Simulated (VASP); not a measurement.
**MgB15N15 (a cell with a defect) (Mg_B-V_N): single point with PBE**

MgB15N15 (a cell with a defect) (Mg_B-V_N):

```xyz
31
Lattice="-3.6241 3.6241 -3.6241 3.6241 3.6241 3.6241 3.6241 -3.6241 -3.6241" Properties=species:S:1:pos:R:3 pbc="T T T"
B    -0.0775    0.0402    0.0795
B     3.6362   -1.7936   -1.8532
B     3.6362    0.0425   -0.0171
B     3.5465    1.7338    1.7732
B     1.8552   -1.7936   -3.6342
B     1.8552    1.8234   -0.0171
B     1.8238    3.6240    1.8135
B     0.0191    0.0425   -3.6341
B     0.0191    1.8234   -1.8532
B     0.0089    3.6023   -0.0069
B     3.6330    1.8202   -1.7890
B    -1.7712    1.7338   -3.5445
B    -1.8115    3.6240   -1.8218
B     1.7910    1.8202   -3.6310
B     1.8126    3.6352   -1.8106
Mg    1.5715   -0.2414   -1.5696
N     0.9343    0.8815    0.8843
N     4.5410   -0.8776   -0.9331
N     4.5584    0.9291    0.9319
N    -0.8823    0.8815   -0.9323
N     2.8279   -0.9957   -2.8258
N     2.8278    1.0151   -0.8150
N     2.7418    2.7457    0.9319
N     0.9351   -0.8776   -4.5390
N     0.8170    1.0151   -2.8258
N     0.9351    2.7283   -0.9331
N     0.9099    4.5337    0.9038
N    -0.9299    0.9291   -4.5564
N    -0.9299    2.7457   -2.7398
N    -0.9018    4.5337   -0.9079
N     2.7223    2.7213   -2.7203
```

- Program: VASP 6.6.1
- Task: single point
- Functional: PBE
- Potentials or basis: VASP PAW PBE potentials, release 64 (B, Mg, N)
- Cutoff: 520 eV
- k mesh: 1 × 1 × 1, shifted
- Occupations: gaussian, width 0.01 eV
- Spin: no spin polarisation

```json
{
 "Pressure": "11.7 GPa",
 "Largest force": "0.015 eV/Å",
 "Band gap on the k mesh": "4.05 eV"
}
```

Forces on the atoms (eV/Å):
```
B    0.008 -0.004 -0.008
B    0.002 -0.005  0.014
B    0.002 -0.013  0.006
B    0.008  0.008  0.004
B   -0.014 -0.005 -0.003
B   -0.014  0.002  0.005
B   -0.005  0.004 -0.004
B   -0.006 -0.013 -0.003
B   -0.005  0.002  0.014
B    0.002  0.014 -0.003
B    0.002  0.002 -0.014
B   -0.004  0.009 -0.008
B    0.004  0.004  0.005
B    0.014  0.003 -0.002
B    0.004 -0.005 -0.004
Mg  -0.008 -0.007  0.010
N    0.004  0.006 -0.003
N   -0.003 -0.004  0.004
N    0.004  0.003 -0.005
N    0.004  0.006 -0.005
N    0.006 -0.005 -0.007
N    0.006  0.006  0.004
N    0.003  0.004 -0.005
N   -0.004 -0.004  0.005
N   -0.005  0.005 -0.007
N   -0.004 -0.004  0.004
N   -0.011 -0.002  0.002
N    0.006  0.003 -0.004
N    0.006  0.004 -0.003
N   -0.002 -0.002  0.012
N   -0.002 -0.011  0.002
```

Stress tensor (GPa, compression positive):
```
11.72 -0.77  0.77
-0.77 11.71  0.77
 0.77  0.77 11.72
```

Levels at points of the mesh, in eV from the valence-band top:
| k point | band 57 | band 58 | band 59 | band 60 | band 61 | band 62 | band 63 | band 64 | band 65 | band 66 |
| --- | --- | --- | --- | --- | --- | --- | --- | --- | --- | --- |
| (0.25, 0.25, 0.25) | -1.29 | -1.24 | -0.20 | 0.00 | 0.00 | 4.05 | 4.05 | 7.13 | 7.29 | 7.41 |

Wall time 36 s on 1 thread of Intel(R) Xeon(R) Platinum 8488C (Sapphire Rapids) (shared host), peak memory 0.32 GiB.

Caveat: the k points lie up to 1.23 Å⁻¹ apart.
